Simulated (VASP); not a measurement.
# GeAs2Pt2 (I4/mmm) in VASP: single point with PBEsol

Aim: the single point of GeAs2Pt2 with PBEsol.

All numbers are computed with VASP 6.6.1; they aren't measurements. Logs are shortened: lines on timing, memory, paths and dates and some standing lists are left out, and cuts for length are marked.

## Step 1: The cell of the first run

The structure is tetragonal, space group I4/mmm (No. 139). Conventional cell: a = 4.040 Å, b = 4.040 Å, c = 11.312 Å, α = 90.00°, β = 90.00°, γ = 90.00°. Ge (site symmetry 4/mmm) has 8 Pt at 3.14 Å and 8 As at 3.48 Å and 4 Ge at 4.04 Å within 4.1 Å. As (site symmetry -4m2) has 4 Pt at 2.53 Å and 4 As at 2.86 Å within 3.3 Å. Within 3.3 Å of Pt (site symmetry 4mm) lie 4 As at 2.53 Å and 1 Pt at 2.60 Å and 4 Ge at 3.14 Å.

## Step 2: Single point, PBEsol

File INCAR:

```
SYSTEM = GeAs2Pt2
ALGO     = Normal         ! electronic algorithm
EDIFF    = 1E-6           ! SCF threshold, eV
ENCUT    = 520            ! plane-wave cutoff, eV
GGA      = PS             ! functional
ISIF     = 2              ! what is computed and relaxed
ISMEAR   = -1             ! smearing method
LASPH    = .True.         ! aspherical terms in the spheres
LCHARG   = .False.        ! write CHGCAR
LREAL    = .False.        ! projectors in reciprocal space
LWAVE    = .False.        ! write WAVECAR
NBANDS   = 30             ! bands
NELM     = 100            ! most SCF steps
PREC     = Accurate       ! precision mode
SIGMA    = 0.03           ! smearing width, eV
```

File KPOINTS:

```
k-points
0
Gamma
  8 8 8
  0 0 0
```

File POSCAR:

```
GeAs2Pt2
1.0
   -2.0202480868      2.0202480868      5.6562382761
    2.0202480868     -2.0202480868      5.6562382761
    2.0202480868      2.0202480868     -5.6562382761
Ge As Pt
1 2 2
Direct
    0.0000000000      0.0000000000      0.0000000000
    0.7500000000      0.2500000000      0.5000000000
    0.2500000000      0.7500000000      0.5000000000
    0.6150256784      0.6150256784      0.0000000000
    0.3849743216      0.3849743216      0.0000000000
```

Potentials or basis: VASP PAW PBE potentials, release 64 (Ge_d, As, Pt).

The run is started by

```bash
$ cat potpaw_PBE.64/Ge_d/POTCAR potpaw_PBE.64/As/POTCAR potpaw_PBE.64/Pt/POTCAR > POTCAR
$ mpirun -np 1 vasp_std > vasp.out
```

OUTCAR:

```text
SYSTEM = GeAs2Pt2
   EDIFF = 1E-6
   ENCUT = 520
   GGA = PS
   ISIF = 2
   ISMEAR = -1
   LASPH = .True.
   LREAL = .False.
   NELM = 100
   PREC = Accurate

 ion  position               nearest neighbor table
   1  0.000  0.000  0.000-   4 3.14   4 3.14   4 3.14   5 3.14   4 3.14   5 3.14   5 3.14   5 3.14

   2  0.750  0.250  0.500-   5 2.53   4 2.53   5 2.53   4 2.53   3 2.86   3 2.86   3 2.86   3 2.86

   3  0.250  0.750  0.500-   5 2.53   4 2.53   5 2.53   4 2.53   2 2.86   2 2.86   2 2.86   2 2.86

   4  0.615  0.615  0.000-   3 2.53   2 2.53   2 2.53   3 2.53   5 2.60   1 3.14   1 3.14   1 3.14
                             1 3.14
   5  0.385  0.385  0.000-   2 2.53   3 2.53   3 2.53   2 2.53   4 2.60   1 3.14   1 3.14   1 3.14
                             1 3.14

  LATTYP: Found a body centered tetragonal cell.
 ALAT       =     4.0404961736
 C/A-ratio  =     2.7997741035

  Lattice vectors:

 A1 = (  -2.0202480868,   2.0202480868,   5.6562382761)
 A2 = (   2.0202480868,  -2.0202480868,   5.6562382761)
 A3 = (   2.0202480868,   2.0202480868,  -5.6562382761)

Analysis of symmetry for initial positions (statically):
=====================================================================
 Subroutine PRICEL returns:
 Original cell was already a primitive cell.

 Routine SETGRP: Setting up the symmetry group for a
 body centered tetragonal supercell.

 Subroutine GETGRP returns: Found 16 space group operations
 (whereof 16 operations were pure point group operations)
 out of a pool of 16 trial point group operations.

The static configuration has the point symmetry D_4h.

Analysis of symmetry for dynamics (positions and initial velocities):
=====================================================================
 Subroutine PRICEL returns:
 Original cell was already a primitive cell.

 Routine SETGRP: Setting up the symmetry group for a
 body centered tetragonal supercell.

 Subroutine GETGRP returns: Found 16 space group operations
 (whereof 16 operations were pure point group operations)
 out of a pool of 16 trial point group operations.

The dynamic configuration has the point symmetry D_4h.

 Subroutine INISYM returns: Found 16 space group operations
 (whereof 16 operations are pure point group operations),
 and found     1 'primitive' translations

----------------------------------------------------------------------------------------

                                     Primitive cell

  volume of cell :      92.3415

  direct lattice vectors                    reciprocal lattice vectors
[... 95 lines left out ...]
   EDIFFG = 0.1E-04   stopping-criterion for IOM
   NSW    =      0    number of steps for IOM
   IBRION =     -1    ionic relax: 0-MD 1-quasi-New 2-CG
   NFREE  =      0    steps in history (QN), initial steepest desc. (CG)
   ISIF   =      2    stress and relaxation
   ISYM   =      2    0-nonsym 1-usesym 2-fastsym
   POTIM  = 0.5000    time-step for ionic-motion
   TEBEG  =    0.0;   TEEND  =   0.0 temperature during run
   PSTRESS=    0.0 pullay stress
   NELECT =      44.0000    total number of electrons
   NUPDOWN=      -1.0000    fix difference up-down
   EMIN   =  10.00;   EMAX   =-10.00  energy-range for DOS
   EFERMI =   0.00;   METHOD = LEGACY
   ISMEAR =    -1;   SIGMA  =   0.03  broadening in eV -4-tet -1-fermi 0-gaus
   EFERMI_NEDOS =   21; number of points for ismear=-14 and -15
   IALGO  =     38    algorithm
   IMIX   =      4    mixing-type and parameters
     AMIX     =   0.40;   BMIX     =  1.00
     AMIX_MAG =   1.60;   BMIX_MAG =  1.00
  volume/ion in A,a.u.               =      18.47       124.63
  Fermi-wavevector in a.u.,A,eV,Ry     =   1.278675  2.416345 22.245643  1.635009
  Thomas-Fermi vector in A             =   2.411204
   LORBIT       =      0    0 simple, 1 ext, 2 COOP (PROOUT), +10 PAW based schemes
   GGA     = PS    functional components
   LHFCALC =     F    Hartree Fock is set to
   AEXX    =    0.0000 exact exchange contribution
   IVDW    =     0    specifies the selected vdW correction
   LEPSILON=     F    determine dielectric tensor
   LRPA    =     F    only Hartree local field effects (RPA)
 non-spin polarized calculation
  energy-cutoff  :      520.00
  volume of cell :       92.34
 maximum number of plane-waves:      2526
   NGX = 23   NGY = 23   NGZ = 23

 number of electron      43.9999998 magnetization

 Free energy of the ion-electron system (eV)
  ---------------------------------------------------
  ext. energy  EPLUGINS =         0.00000000
  ---------------------------------------------------
  free energy    TOTEN  =       -28.76061714 eV

  energy without entropy =      -28.75314393  energy(sigma->0) =      -28.75688054

 E-fermi :   7.3638     XC(G=0): -11.5413

 val. band max:        7.3489103315   @ k =  -0.3750   0.3750   0.2500
 cond. band min:       7.3671355947   @ k =  -0.2500  -0.2500   0.1250
 fundamental gap:      0.0182252632
 Fermi energy:         7.3638381641

 k-point     1 :       0.0000    0.0000    0.0000
  band No.  band energies     occupation
      1     -17.2509      2.00000
      2     -17.2432      2.00000
      3     -17.2432      2.00000
      4     -17.2285      2.00000
      5     -17.2252      2.00000
      6      -7.0800      2.00000
[... 781 lines left out ...]
     29      12.4344      0.00000
     30      14.7159      0.00000

 [... further k-points ...]

------------------------ aborting loop because EDIFF is reached ----------------------------------------

  FORCE on cell =-STRESS in cart. coord.  units (eV):
  Direction    XX          YY          ZZ          XY          YZ          ZX
  --------------------------------------------------------------------------------------
  -------------------------------------------------------------------------------------
  Total        0.1272302      0.1272302      0.0447343      0.0000000     -0.0000000      0.0000000
  in kB        2.2075160      2.2075160      0.7761645      0.0000000     -0.0000000      0.0000000
  external PRESSURE =       1.7303988 kB  Pullay stress =       0.0000000 kB

 VOLUME and BASIS-vectors are now :
 -----------------------------------------------------------------------------
  energy-cutoff  :      520.00
  volume of cell :       92.34
      direct lattice vectors                 reciprocal lattice vectors
    -2.020248087  2.020248087  5.656238276     0.000000000  0.247494356  0.088397973
     2.020248087 -2.020248087  5.656238276     0.247494356  0.000000000  0.088397973
     2.020248087  2.020248087 -5.656238276     0.247494356  0.247494356  0.000000000

 POSITION                                       TOTAL-FORCE (eV/Angst)
 -----------------------------------------------------------------------------------
      0.00000      0.00000      0.00000         0.000000      0.000000      0.000000
      0.00000      2.02025      2.82812         0.000000      0.000000      0.000000
      2.02025      0.00000      2.82812         0.000000      0.000000     -0.000000
      0.00000      0.00000      6.95746        -0.000000     -0.000000     -0.036589
      0.00000      0.00000      4.35501        -0.000000     -0.000000      0.036589
 -----------------------------------------------------------------------------------
    total drift:                               -0.000000     -0.000000     -0.000000

  FREE ENERGIE OF THE ION-ELECTRON SYSTEM (eV)
  ---------------------------------------------------
  free  energy   TOTEN  =       -28.7606171429 eV

  energy  without entropy=      -28.7531439312  energy(sigma->0) =      -28.75688054
```

stdout:

```text
POSCAR found type information on POSCAR GeAsPt
 POSCAR found :  3 types and       5 ions
 scaLAPACK will be used
 -----------------------------------------------------------------------------
|                                                                             |
|                                                                             |
|     You enforced a specific xc type in the INCAR file but a different       |
|     I HOPE YOU KNOW WHAT YOU ARE DOING!                                     |
|                                                                             |
 -----------------------------------------------------------------------------

 LDA part: xc-table for (Slater+PW92), standard interpolation
 POSCAR, INCAR and KPOINTS ok, starting setup
 FFT: planning ... GRIDC
 FFT: planning ... GRID_SOFT
 FFT: planning ... GRID
 WAVECAR not read
 entering main loop
```

Run time: 5.8 min. Hardware: 1 thread of Oxide Virtual Turin-like, shared host; peak memory 0.4 GiB.

Results:

```
Free energy            : -28.7606 eV
Pressure               : 0.2 GPa
Largest force          : 0.037 eV/Å
Band gap on the k mesh : zero (bands 22 and 23 overlap by 2.01 eV)
```

Forces on the atoms (eV/Å):
```
Ge   0.000  0.000  0.000
As   0.000  0.000  0.000
As   0.000  0.000  0.000
Pt   0.000  0.000 -0.037
Pt   0.000  0.000  0.037
```

Levels at points of the mesh, in eV from the Fermi level:
| k point | band 20 | band 21 | band 22 | band 23 | band 24 | band 25 |
| --- | --- | --- | --- | --- | --- | --- |
| (0.00, 0.00, 0.00) | 0.40 | 0.40 | 0.63 | 0.68 | 0.68 | 2.06 |
| (0.50, 0.00, 0.00) | -1.54 | -1.52 | -0.09 | 0.17 | 1.41 | 1.45 |
| (0.50, 0.50, 0.00) | -2.18 | -1.28 | -0.79 | -0.67 | 1.13 | 1.58 |
| (0.50, 0.50, 0.50) | -2.18 | -1.83 | 1.21 | 2.50 | 3.11 | 3.11 |

Caveat: the PAW data sets were made with another functional, which shifts forces and pressure a little; spin-orbit coupling is left out, which moves the levels of the heavy elements.
